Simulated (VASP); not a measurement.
# CO2 (Pa-3) in VASP: further runs, part 2 of 2

VASP 6.6.1.

## 4. Single point, PBE+D3(BJ) (14.14 Å³/atom)

This run uses another cell than the first one, of 14.14 Å³/atom.

Contents of INCAR:

```
PREC = Accurate ; ENCUT = 520
EDIFF = 1E-7 ; ISMEAR = 0
SIGMA = 0.02 ; LREAL = False
LASPH = True ; NELM = 60
ALGO = Normal ; ISIF = 2
LWAVE = False ; LCHARG = False
GGA = PE ; IVDW = 12
NBANDS = 44
```

Contents of KPOINTS:

```
regular mesh
0
Gamma
  4 4 4
```

Contents of POSCAR:

```
CO2
1.0
    5.5364052756      0.0000000000      0.0000000000
    0.0000000000      5.5364052756      0.0000000000
    0.0000000000      0.0000000000      5.5364052756
C O
4 8
Direct
    0.0000000000      0.0000000000      0.0000000000
    0.5000000000      0.0000000000      0.5000000000
    0.5000000000      0.5000000000      0.0000000000
    0.0000000000      0.5000000000      0.5000000000
    0.1218054727      0.1218054727      0.1218054727
    0.3781945273      0.8781945273      0.6218054727
    0.6218054727      0.3781945273      0.8781945273
    0.8781945273      0.6218054727      0.3781945273
    0.8781945273      0.8781945273      0.8781945273
    0.6218054727      0.1218054727      0.3781945273
    0.3781945273      0.6218054727      0.1218054727
    0.1218054727      0.3781945273      0.6218054727
```

Potentials or basis: VASP PAW PBE potentials, release 64 (C, O).

Started as:

```bash
$ cat potpaw_PBE.64/C/POTCAR potpaw_PBE.64/O/POTCAR > POTCAR
$ mpirun -np 1 vasp_std > vasp.out
```

OUTCAR:

```text
PREC = Accurate
   ENCUT = 520
   EDIFF = 1E-7
   ISMEAR = 0
   LREAL = False
   LASPH = True
   NELM = 60
   ISIF = 2
   GGA = PE
   IVDW = 12
 IVDW          = 12

 ion  position               nearest neighbor table
   1  0.000  0.000  0.000-   5 1.17   9 1.17
   2  0.500  0.000  0.500-   6 1.17  10 1.17
   3  0.500  0.500  0.000-   7 1.17  11 1.17
   4  0.000  0.500  0.500-   8 1.17  12 1.17
   5  0.122  0.122  0.122-   1 1.17
   6  0.378  0.878  0.622-   2 1.17
   7  0.622  0.378  0.878-   3 1.17
   8  0.878  0.622  0.378-   4 1.17
   9  0.878  0.878  0.878-   1 1.17
  10  0.622  0.122  0.378-   2 1.17
  11  0.378  0.622  0.122-   3 1.17
  12  0.122  0.378  0.622-   4 1.17

  LATTYP: Found a simple cubic cell.
 ALAT       =     5.5364052756

  Lattice vectors:

 A1 = (   5.5364052756,   0.0000000000,   0.0000000000)
 A2 = (   0.0000000000,   5.5364052756,   0.0000000000)
 A3 = (   0.0000000000,   0.0000000000,   5.5364052756)

Analysis of symmetry for initial positions (statically):
=====================================================================
 Subroutine PRICEL returns:
 Original cell was already a primitive cell.

 Routine SETGRP: Setting up the symmetry group for a
 simple cubic supercell.

 Subroutine GETGRP returns: Found 24 space group operations
 (whereof  6 operations were pure point group operations)
 out of a pool of 48 trial point group operations.

The static configuration has the point symmetry S_6 .
 The point group associated with its full space group is T_h .

Analysis of symmetry for dynamics (positions and initial velocities):
=====================================================================
 Subroutine PRICEL returns:
 Original cell was already a primitive cell.

 Routine SETGRP: Setting up the symmetry group for a
 simple cubic supercell.

 Subroutine GETGRP returns: Found 24 space group operations
 (whereof  6 operations were pure point group operations)
 out of a pool of 48 trial point group operations.

The dynamic configuration has the point symmetry S_6 .
 The point group associated with its full space group is T_h .

 Subroutine INISYM returns: Found 24 space group operations
 (whereof  6 operations are pure point group operations),
 and found     1 'primitive' translations

----------------------------------------------------------------------------------------

                                     Primitive cell

  volume of cell :     169.7007

  direct lattice vectors                    reciprocal lattice vectors
     5.536405276  0.000000000  0.000000000     0.180622615  0.000000000  0.000000000
     0.000000000  5.536405276  0.000000000     0.000000000  0.180622615  0.000000000
     0.000000000  0.000000000  5.536405276     0.000000000  0.000000000  0.180622615

  length of vectors
     5.536405276  5.536405276  5.536405276     0.180622615  0.180622615  0.180622615

  position of ions in fractional coordinates (direct lattice)
     0.000000000  0.000000000  0.000000000
     0.500000000  0.000000000  0.500000000
[... 63 lines left out ...]
  0.500000  0.500000  0.250000      6.000000
  0.500000  0.500000  0.500000      1.000000
   k-points           NKPTS =     11   k-points in BZ     NKDIM =     11   number of bands    NBANDS=     44
   number of dos      NEDOS =    301   number of ions     NIONS =     12
   total plane-waves  NPLWV =  74088
   dimension x,y,z NGX =    42 NGY =   42 NGZ =   42
   dimension x,y,z NGXF=    84 NGYF=   84 NGZF=   84
   ions per type =               4   8
   NGX,Y,Z   is equivalent  to a cutoff of  12.61, 12.61, 12.61 a.u.
   NGXF,Y,Z  is equivalent  to a cutoff of  25.22, 25.22, 25.22 a.u.
 SYSTEM =  unknown system
   PREC   = accura    normal or accurate (medium, high low for compatibility)
   ISTART =      0    job   : 0-new  1-cont  2-samecut
   ICHARG =      2    charge: 1-file 2-atom 10-const
   ISPIN  =      1    spin polarized calculation?
   LNONCOLLINEAR =      F non collinear calculations
   LSORBIT =      F    spin-orbit coupling
   LASPH  =      T    aspherical Exc in radial PAW
   ENCUT  =  520.0 eV  38.22 Ry    6.18 a.u.  10.29 10.29 10.29*2*pi/ulx,y,z
   NELM   =     60;   NELMIN=  2; NELMDL= -5     # of ELM steps
   EDIFF  = 0.1E-06   stopping-criterion for ELM
   LREAL  =      F    real-space projection
   EDIFFG = 0.1E-05   stopping-criterion for IOM
   NSW    =      0    number of steps for IOM
   IBRION =     -1    ionic relax: 0-MD 1-quasi-New 2-CG
   NFREE  =      0    steps in history (QN), initial steepest desc. (CG)
   ISIF   =      2    stress and relaxation
   ISYM   =      2    0-nonsym 1-usesym 2-fastsym
   POTIM  = 0.5000    time-step for ionic-motion
   TEBEG  =    0.0;   TEEND  =   0.0 temperature during run
   PSTRESS=    0.0 pullay stress
   NELECT =      64.0000    total number of electrons
   NUPDOWN=      -1.0000    fix difference up-down
   EMIN   =  10.00;   EMAX   =-10.00  energy-range for DOS
   EFERMI =   0.00;   METHOD = LEGACY
   ISMEAR =     0;   SIGMA  =   0.02  broadening in eV -4-tet -1-fermi 0-gaus
   EFERMI_NEDOS =   21; number of points for ismear=-14 and -15
   IALGO  =     38    algorithm
   IMIX   =      4    mixing-type and parameters
     AMIX     =   0.40;   BMIX     =  1.00
     AMIX_MAG =   1.60;   BMIX_MAG =  1.00
  volume/ion in A,a.u.               =      14.14        95.43
  Fermi-wavevector in a.u.,A,eV,Ry     =   1.182788  2.235145 19.034383  1.398988
  Thomas-Fermi vector in A             =   2.319035
   LORBIT       =      0    0 simple, 1 ext, 2 COOP (PROOUT), +10 PAW based schemes
   GGA     = PE    functional components
   LHFCALC =     F    Hartree Fock is set to
   AEXX    =    0.0000 exact exchange contribution
   IVDW    =    12    specifies the selected vdW correction
   LEPSILON=     F    determine dielectric tensor
   LRPA    =     F    only Hartree local field effects (RPA)
 non-spin polarized calculation
 Gauss-broadening in eV      SIGMA  =   0.02
  energy-cutoff  :      520.00
  volume of cell :      169.70
 maximum number of plane-waves:      4632
 NGX is ok and might be reduce to    42
   NGX = 21   NGY = 21   NGZ = 21

 number of electron      63.9999999 magnetization

 Free energy of the ion-electron system (eV)
  ---------------------------------------------------
  ext. energy  EPLUGINS =         0.00000000
  ---------------------------------------------------
  free energy    TOTEN  =       -92.04950373 eV

  energy without entropy =      -92.04950373  energy(sigma->0) =      -92.04950373

 E-fermi :  -3.3014     XC(G=0):  -8.0553

 val. band max:       -3.3949629549   @ k =   0.0000   0.0000   0.0000
 cond. band min:       3.4201198326   @ k =   0.0000   0.0000   0.0000
 fundamental gap:      6.8150827876
 Fermi energy:        -3.3013947666

 k-point     1 :       0.0000    0.0000    0.0000
  band No.  band energies     occupation
      1     -24.0506      2.00000
      2     -23.8086      2.00000
      3     -23.8086      2.00000
      4     -23.8086      2.00000
      5     -22.8892      2.00000
      6     -22.8892      2.00000
[... 506 lines left out ...]
     43       6.3491      0.00000
     44       6.3491      0.00000

------------------------ aborting loop because EDIFF is reached ----------------------------------------

 Edisp (eV)   -0.88400

 E8    (eV) :    -0.2273

  FORCE on cell =-STRESS in cart. coord.  units (eV):
  Direction    XX          YY          ZZ          XY          YZ          ZX
  --------------------------------------------------------------------------------------
  -------------------------------------------------------------------------------------
  Total       2.60436     2.60436     2.60436    -0.00000    -0.00000     0.00000
  in kB      24.58825    24.58825    24.58825    -0.00000    -0.00000     0.00000
  external pressure =       24.59 kB  Pullay stress =        0.00 kB

 VOLUME and BASIS-vectors are now :
 -----------------------------------------------------------------------------
  energy-cutoff  :      520.00
  volume of cell :      169.70
      direct lattice vectors                 reciprocal lattice vectors
     5.536405276  0.000000000  0.000000000     0.180622615  0.000000000  0.000000000
     0.000000000  5.536405276  0.000000000     0.000000000  0.180622615  0.000000000
     0.000000000  0.000000000  5.536405276     0.000000000  0.000000000  0.180622615

 POSITION                                       TOTAL-FORCE (eV/Angst)
 -----------------------------------------------------------------------------------
      0.00000      0.00000      0.00000         0.000000      0.000000      0.000000
      2.76820      0.00000      2.76820         0.000000      0.000000      0.000000
      2.76820      2.76820      0.00000         0.000000      0.000000      0.000000
      0.00000      2.76820      2.76820         0.000000      0.000000      0.000000
      0.67436      0.67436      0.67436         0.368616      0.368616      0.368616
      2.09384      4.86204      3.44257        -0.368616     -0.368616      0.368616
      3.44257      2.09384      4.86204         0.368616     -0.368616     -0.368616
      4.86204      3.44257      2.09384        -0.368616      0.368616     -0.368616
      4.86204      4.86204      4.86204        -0.368616     -0.368616     -0.368616
      3.44257      0.67436      2.09384         0.368616      0.368616     -0.368616
      2.09384      3.44257      0.67436        -0.368616      0.368616      0.368616
      0.67436      2.09384      3.44257         0.368616     -0.368616      0.368616
 -----------------------------------------------------------------------------------
    total drift:                                0.000000      0.000000      0.000000

  FREE ENERGIE OF THE ION-ELECTRON SYSTEM (eV)
  ---------------------------------------------------
  free  energy   TOTEN  =       -92.9335034587 eV

  energy  without entropy=      -92.9335034587  energy(sigma->0) =      -92.93350346
```

Wall time 1.8 min (1 thread of Intel Xeon 8259CL, shared host); peak memory 0.28 GiB.

Results:

* Free energy: -92.9335 eV
* Pressure: 2.5 GPa
* Largest force: 0.638 eV/Å
* Band gap on the k mesh: 6.82 eV
* Dispersion energy per atom: -0.074 eV

Forces on the atoms (eV/Å):
```
C    0.000  0.000  0.000
C    0.000  0.000  0.000
C    0.000  0.000  0.000
C    0.000  0.000  0.000
O    0.369  0.369  0.369
O   -0.369 -0.369  0.369
O    0.369 -0.369 -0.369
O   -0.369  0.369 -0.369
O   -0.369 -0.369 -0.369
O    0.369  0.369 -0.369
O   -0.369  0.369  0.369
O    0.369 -0.369  0.369
```

A k mesh can miss the band edges.

## 5. Single point, PBE+D3(BJ) (14.61 Å³/atom)

Contents of INCAR:

```
SYSTEM = CO2
PREC = Accurate
ENCUT = 520
EDIFF = 1E-6
ISMEAR = 0
SIGMA = 0.02
LREAL = .FALSE.
LASPH = .TRUE.
NELM = 60
ALGO = Normal
ISIF = 2
LWAVE = .FALSE.
LCHARG = .TRUE.
GGA = PE
IVDW = 12
LELF = .TRUE.
LVHAR = .TRUE.
NBANDS = 44
```

Contents of KPOINTS:

```
Automatic mesh
0
G
  4 4 4
  0 0 0
```

Contents of POSCAR:

```
CO2
1.0
    5.5965883088      0.0000000000      0.0000000000
    0.0000000000      5.5965883088      0.0000000000
    0.0000000000      0.0000000000      5.5965883088
C O
4 8
Direct
    0.0000000000      0.0000000000      0.0000000000
    0.5000000000      0.0000000000      0.5000000000
    0.5000000000      0.5000000000      0.0000000000
    0.0000000000      0.5000000000      0.5000000000
    0.1205297000      0.1205297000      0.1205297000
    0.3794703000      0.8794703000      0.6205297000
    0.6205297000      0.3794703000      0.8794703000
    0.8794703000      0.6205297000      0.3794703000
    0.8794703000      0.8794703000      0.8794703000
    0.6205297000      0.1205297000      0.3794703000
    0.3794703000      0.6205297000      0.1205297000
    0.1205297000      0.3794703000      0.6205297000
```

Started as:

```bash
$ cat potpaw_PBE.64/C/POTCAR potpaw_PBE.64/O/POTCAR > POTCAR
$ mpirun -np 1 vasp_std > vasp.out
```

Wall time 2 min (1 thread of Intel Xeon 8259CL, shared host); peak memory 0.27 GiB.

It converged, with:

- Free energy: -92.9585 eV
- Pressure: 2.1 GPa
- Largest force: 0.636 eV/Å
- Band gap on the k mesh: 6.78 eV
- Dispersion energy per atom: -0.071 eV

Forces on the atoms (eV/Å):
```
C    0.000  0.000  0.000
C    0.000  0.000  0.000
C    0.000  0.000  0.000
C    0.000  0.000  0.000
O    0.367  0.367  0.367
O   -0.367 -0.367  0.367
O    0.367 -0.367 -0.367
O   -0.367  0.367 -0.367
O   -0.367 -0.367 -0.367
O    0.367  0.367 -0.367
O   -0.367  0.367  0.367
O    0.367 -0.367  0.367
```

Levels at points of the mesh, in eV from the valence-band top:
```tsv
k point	band 29	band 30	band 31	band 32	band 33	band 34	band 35	band 36
(0.00, 0.00, 0.00)	-0.20	-0.20	0.00	0.00	6.78	8.00	8.00	8.00
(0.50, 0.00, 0.00)	-0.30	-0.30	-0.07	-0.07	7.94	7.94	8.15	8.15
(0.50, 0.50, 0.00)	-0.28	-0.28	-0.28	-0.28	7.93	7.93	7.93	7.93
(0.50, 0.50, 0.50)	-0.32	-0.32	-0.32	-0.32	7.94	7.94	7.94	7.94
```

A k mesh can miss the band edges.

## 6. Single point, PBE+D3(BJ) (15.07 Å³/atom)

This run uses another cell than the first one, of 15.07 Å³/atom.

Contents of INCAR:

```
  PREC = Accurate
  ENCUT = 520
  EDIFF = 1E-7
  ISMEAR = 0
  SIGMA = 0.02
  LREAL = False
  LASPH = True
  NELM = 80
  ALGO = Normal
  ISIF = 2
  LWAVE = False
  LCHARG = True
  GGA = PE
  IVDW = 12
  LELF = True
  LVHAR = True
  NBANDS = 44
```

Contents of KPOINTS:

```
Automatic mesh
0
Gamma
  4 4 4
```

Contents of POSCAR:

```
CO2
1.0
    5.6555040942      0.0000000000      0.0000000000
    0.0000000000      5.6555040942      0.0000000000
    0.0000000000      0.0000000000      5.6555040942
C O
4 8
Direct
    0.0000000000      0.0000000000      0.0000000000
    0.5000000000      0.0000000000      0.5000000000
    0.5000000000      0.5000000000      0.0000000000
    0.0000000000      0.5000000000      0.5000000000
    0.1193028453      0.1193028453      0.1193028453
    0.3806971547      0.8806971547      0.6193028453
    0.6193028453      0.3806971547      0.8806971547
    0.8806971547      0.6193028453      0.3806971547
    0.8806971547      0.8806971547      0.8806971547
    0.6193028453      0.1193028453      0.3806971547
    0.3806971547      0.6193028453      0.1193028453
    0.1193028453      0.3806971547      0.6193028453
```

Potentials or basis: VASP PAW PBE potentials, release 64 (C, O).

Started as:

```bash
$ cat potpaw_PBE.64/C/POTCAR potpaw_PBE.64/O/POTCAR > POTCAR
$ mpirun -np 1 vasp_std > vasp.out
```

Run time: 2.1 min. Hardware: 1 thread of Intel Xeon 8259CL, shared host; peak memory 0.28 GiB.

Results (log left out):

```
Free energy                : -92.9732 eV
Pressure                   : 1.7 GPa
Largest force              : 0.636 eV/Å
Band gap on the k mesh     : 6.75 eV
Dispersion energy per atom : -0.068 eV
```

Forces in eV/Å, atoms in the order of the input:
```
C    0.000  0.000  0.000
C    0.000  0.000  0.000
C    0.000  0.000  0.000
C    0.000  0.000  0.000
O    0.367  0.367  0.367
O   -0.367 -0.367  0.367
O    0.367 -0.367 -0.367
O   -0.367  0.367 -0.367
O   -0.367 -0.367 -0.367
O    0.367  0.367 -0.367
O   -0.367  0.367  0.367
O    0.367 -0.367  0.367
```

Levels at points of the mesh, in eV from the valence-band top:
```csv
k point,band 30,band 31,band 32,band 33,band 34,band 35
"(0.00, 0.00, 0.00)",-0.18,0.00,0.00,6.75,8.03,8.03
"(0.50, 0.00, 0.00)",-0.28,-0.07,-0.07,7.97,7.97,8.15
"(0.50, 0.50, 0.00)",-0.26,-0.26,-0.26,7.96,7.96,7.96
"(0.50, 0.50, 0.50)",-0.30,-0.30,-0.30,7.97,7.97,7.97
```

A k mesh can miss the band edges.

## 7. Summary

```tsv
task	cell	gap on the mesh (eV)	pressure (GPa)	largest force (eV/Å)
relaxation of the atoms	atoms relaxed from a = 5.597 Å, 12 atoms, atomic positions A	6.72	0.3	0.01
single point	a = 5.475 Å, 12 atoms, atomic positions B	6.85	3.0	0.64
single point	a = 5.536 Å, 12 atoms, atomic positions C	6.82	2.5	0.64
single point	a = 5.597 Å, 12 atoms, atomic positions D	6.78	2.1	0.64
single point	a = 5.656 Å, 12 atoms, atomic positions A	6.75	1.7	0.64
```

Alike in all rows: level PBE+D3(BJ); potentials or basis VASP PAW PBE potentials, release 64 (C, O); no spin polarisation; k mesh 4 × 4 × 4; cutoff (eV) 520; smearing gaussian 0.02 eV.

Absolute energies hang on the potentials; compare differences alone.
